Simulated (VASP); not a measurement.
# Cs3Yb (Pm-3m) in VASP: single point with PBE

Aim: the single point of Cs3Yb with PBE.

Everything below comes from runs of VASP 6.6.1. Logs are shortened: lines on timing, memory, paths and dates and some standing lists are left out, and cuts for length are marked.

**1. The cell of the first run**

The structure is cubic, space group Pm-3m (No. 221). The conventional cell has a = 5.423 Å, b = 5.423 Å, c = 5.423 Å, α = 90.00°, β = 90.00°, γ = 90.00°. Yb (site symmetry m-3m) has 12 Cs at 3.83 Å within 5.0 Å. Cs (site symmetry 4/mmm) has 4 Yb at 3.83 Å and 8 Cs at 3.83 Å within 5.0 Å. Cs (site symmetry 4/mmm) has 4 Yb at 3.83 Å and 8 Cs at 3.83 Å within 5.0 Å.

**2. Single point, PBE, collinear spin, zero start**

INCAR

```
PREC     = Accurate       # precision mode
ENCUT    = 520            # plane-wave cutoff, eV
EDIFF    = 1E-7           # SCF threshold, eV
ISMEAR   = -1             # smearing method
SIGMA    = 0.1            # smearing width, eV
LREAL    = False          # projectors in reciprocal space
LASPH    = True           # aspherical terms in the spheres
NELM     = 150            # most SCF steps
ALGO     = Normal         # electronic algorithm
ISIF     = 2              # what is computed and relaxed
LWAVE    = False          # write WAVECAR
LCHARG   = False          # write CHGCAR
ISPIN    = 2              # spin polarisation
MAGMOM   = 0 0 0 0 0 0 0 0 # initial moments
LORBIT   = 11             # projections on sites
LMAXMIX  = 6              # l up to which the mixer works
GGA      = PE             # functional
NBANDS   = 65             # bands
LUSENCCL = False
```

KPOINTS

```
Automatic mesh
0
Gamma
  3 5 5
```

POSCAR

```
Cs3Yb
1.0
   10.8464431600      0.0000000000      0.0000000000
    0.0000000000      5.4232215800      0.0000000000
    0.0000000000      0.0000000000      5.4232215800
Yb Cs
2 6
Direct
    0.0000000000      0.0000000000      0.0000000000
    0.5000000000      0.0000000000      0.0000000000
    0.0000000000      0.5000000000      0.5000000000
    0.5000000000      0.5000000000      0.5000000000
    0.2500000000      0.0000000000      0.5000000000
    0.7500000000      0.0000000000      0.5000000000
    0.2500000000      0.5000000000      0.0000000000
    0.7500000000      0.5000000000      0.0000000000
```

Potentials or basis: VASP PAW PBE potentials, release 64 (Yb, Cs_sv).

Command:

```console
cat potpaw_PBE.64/Yb/POTCAR potpaw_PBE.64/Cs_sv/POTCAR > POTCAR
mpirun -np 1 vasp_std > vasp.out
```

OUTCAR:

```text
PREC = Accurate
   ENCUT = 520
   EDIFF = 1E-7
   ISMEAR = -1
   LREAL = False
   LASPH = True
   NELM = 150
   ISIF = 2
   ISPIN = 2
   LORBIT = 11
   GGA = PE

 ion  position               nearest neighbor table
   1  0.000  0.000  0.000-
   2  0.500  0.000  0.000-
   3  0.000  0.500  0.500-
   4  0.500  0.500  0.500-
   5  0.250  0.000  0.500-
   6  0.750  0.000  0.500-
   7  0.250  0.500  0.000-
   8  0.750  0.500  0.000-

  LATTYP: Found a simple tetragonal cell.
 ALAT       =     5.4232215800
 C/A-ratio  =     2.0000000000

  Lattice vectors:

 A1 = (   0.0000000000,   5.4232215800,   0.0000000000)
 A2 = (   0.0000000000,   0.0000000000,   5.4232215800)
 A3 = (  10.8464431600,   0.0000000000,   0.0000000000)

Analysis of symmetry for initial positions (statically):
=====================================================================
 Subroutine PRICEL returns following result:

  LATTYP: Found a simple cubic cell.
 ALAT       =     5.4232215800
[... 12 lines left out ...]
 Subroutine GETGRP returns: Found 16 space group operations
 (whereof 16 operations were pure point group operations)
 out of a pool of 16 trial point group operations.

The static configuration has the point symmetry D_4h.

Analysis of symmetry for dynamics (positions and initial velocities):
=====================================================================
 Subroutine PRICEL returns following result:

  LATTYP: Found a simple cubic cell.
 ALAT       =     5.4232215800
[... 12 lines left out ...]
 Subroutine GETGRP returns: Found 16 space group operations
 (whereof 16 operations were pure point group operations)
 out of a pool of 16 trial point group operations.

The dynamic configuration has the point symmetry D_4h.

Analysis of structural, dynamic, and magnetic symmetry:
=====================================================================
 Subroutine PRICEL returns following result:

  LATTYP: Found a simple cubic cell.
 ALAT       =     5.4232215800
[... 12 lines left out ...]
 Subroutine GETGRP returns: Found 16 space group operations
 (whereof 16 operations were pure point group operations)
 out of a pool of 16 trial point group operations.

[... 130 lines left out ...]

 number of electron     102.0000016 magnetization      -0.0003230

 Free energy of the ion-electron system (eV)
  ---------------------------------------------------
  ext. energy  EPLUGINS =         0.00000000
  ---------------------------------------------------
  free energy    TOTEN  =        -5.20156526 eV

  energy without entropy =       -4.78287015  energy(sigma->0) =       -4.99221770

 E-fermi :   3.9437     XC(G=0):  -8.9833

 val. band max:        3.9379385568   @ k =   0.3333   0.4000   0.4000
 cond. band min:       3.9468157295   @ k =   0.0000   0.4000   0.0000
 fundamental gap:      0.0088771727
 Fermi energy:         3.9437002417

 spin component 1

 k-point     1 :       0.0000    0.0000    0.0000
  band No.  band energies     occupation
      1     -48.2391      1.00000
      2     -48.2390      1.00000
      3     -20.6803      1.00000
      4     -20.6638      1.00000
      5     -20.6638      1.00000
      6     -20.6633      1.00000
[... 781 lines left out ...]
     62       6.0125      0.00000
     63       6.0733      0.00000
 Fermi energy:         3.9437002417

 spin component 2

 k-point     1 :       0.0000    0.0000    0.0000
  band No.  band energies     occupation
      1     -48.2391      1.00000
      2     -48.2390      1.00000
      3     -20.6803      1.00000
      4     -20.6638      1.00000
      5     -20.6638      1.00000
      6     -20.6633      1.00000
[... 781 lines left out ...]
     62       6.0124      0.00000
     63       6.0733      0.00000
 [bands above 63 left out]

------------------------ aborting loop because EDIFF is reached ----------------------------------------

  FORCE on cell =-STRESS in cart. coord.  units (eV):
  Direction    XX          YY          ZZ          XY          YZ          ZX
  --------------------------------------------------------------------------------------
  -------------------------------------------------------------------------------------
  Total       14.1325365     13.9036505     13.9036505      0.0000000      0.0000000      0.0000000
  in kB       70.9788004     69.8292505     69.8292505      0.0000000      0.0000000      0.0000000
  external PRESSURE =      70.2124338 kB  Pullay stress =       0.0000000 kB

 VOLUME and BASIS-vectors are now :
 -----------------------------------------------------------------------------
  energy-cutoff  :      520.00
  volume of cell :      319.01
      direct lattice vectors                 reciprocal lattice vectors
    10.846443160  0.000000000  0.000000000     0.092196122  0.000000000  0.000000000
     0.000000000  5.423221580  0.000000000     0.000000000  0.184392245  0.000000000
     0.000000000  0.000000000  5.423221580     0.000000000  0.000000000  0.184392245

 POSITION                                       TOTAL-FORCE (eV/Angst)
 -----------------------------------------------------------------------------------
      0.00000      0.00000      0.00000         0.000000      0.000000      0.000000
      5.42322      0.00000      0.00000        -0.000000     -0.000000     -0.000000
      0.00000      2.71161      2.71161         0.000000      0.000000      0.000000
      5.42322      2.71161      2.71161         0.000000      0.000000      0.000000
      2.71161      0.00000      2.71161        -0.000000      0.000000      0.000000
      8.13483      0.00000      2.71161         0.000000      0.000000     -0.000000
      2.71161      2.71161      0.00000        -0.000000      0.000000      0.000000
      8.13483      2.71161      0.00000         0.000000      0.000000      0.000000
 -----------------------------------------------------------------------------------
    total drift:                                0.000000     -0.000000      0.000000

  FREE ENERGIE OF THE ION-ELECTRON SYSTEM (eV)
  ---------------------------------------------------
  free  energy   TOTEN  =        -5.2015652616 eV

  energy  without entropy=       -4.7828701451  energy(sigma->0) =       -4.99221770

 total charge

# of ion       s       p       d       f       tot
--------------------------------------------------
    1        2.294   5.964   0.228  13.689  22.176
    2        2.294   5.964   0.228  13.689  22.176
    3        1.862   4.588   0.148   0.000   6.598
    4        1.862   4.588   0.148   0.000   6.598
    5        1.861   4.588   0.149   0.000   6.598
    6        1.861   4.588   0.149   0.000   6.598
    7        1.861   4.588   0.149   0.000   6.598
    8        1.861   4.588   0.149   0.000   6.598
--------------------------------------------------
tot         15.756  39.455   1.348  27.378  83.937

 magnetization (x)

# of ion       s       p       d       f       tot
--------------------------------------------------
    1        0.000  -0.000  -0.000   0.000  -0.000
    2        0.000  -0.000  -0.000   0.000  -0.000
    3       -0.000   0.000  -0.000   0.000  -0.000
    4       -0.000   0.000  -0.000   0.000  -0.000
    5       -0.000   0.000  -0.000   0.000  -0.000
    6       -0.000   0.000  -0.000   0.000  -0.000
    7       -0.000   0.000  -0.000   0.000  -0.000
    8       -0.000   0.000  -0.000   0.000  -0.000
--------------------------------------------------
tot         -0.000  -0.000  -0.000   0.000  -0.000
```

Run time: 11 min. Hardware: 1 × NVIDIA H100 80GB with 1 thread of AMD EPYC 7R13 (Zen 3), shared host; peak memory 1.7 GiB.

What came out:

```
Free energy                                           : -5.2016 eV
Pressure                                              : 7.0 GPa
Band gap on the k mesh                                : zero (filled and empty bands overlap)
Net moment                                            : 0.00 μB per cell
Valence electrons inside the program's atomic spheres : Yb 22.18; Cs 6.60
```

Stress tensor (GPa, compression positive):
```
7.10 0.00 0.00
0.00 6.98 0.00
0.00 0.00 6.98
```

Levels at points of the mesh, in eV from the Fermi level:
Spin up:
```tsv
k point	band 48	band 49	band 50	band 51	band 52	band 53	band 54	band 55
(0.00, 0.00, 0.00)	-0.59	-0.58	-0.58	-0.58	-0.56	-0.23	-0.23	-0.23
```
Spin down:
| k point | band 48 | band 49 | band 50 | band 51 | band 52 | band 53 | band 54 | band 55 |
| --- | --- | --- | --- | --- | --- | --- | --- | --- |
| (0.00, 0.00, 0.00) | -0.59 | -0.58 | -0.58 | -0.58 | -0.56 | -0.23 | -0.23 | -0.23 |

Caveat: the cell stands under pressure; spin-orbit coupling is left out, which moves the levels of the heavy elements.
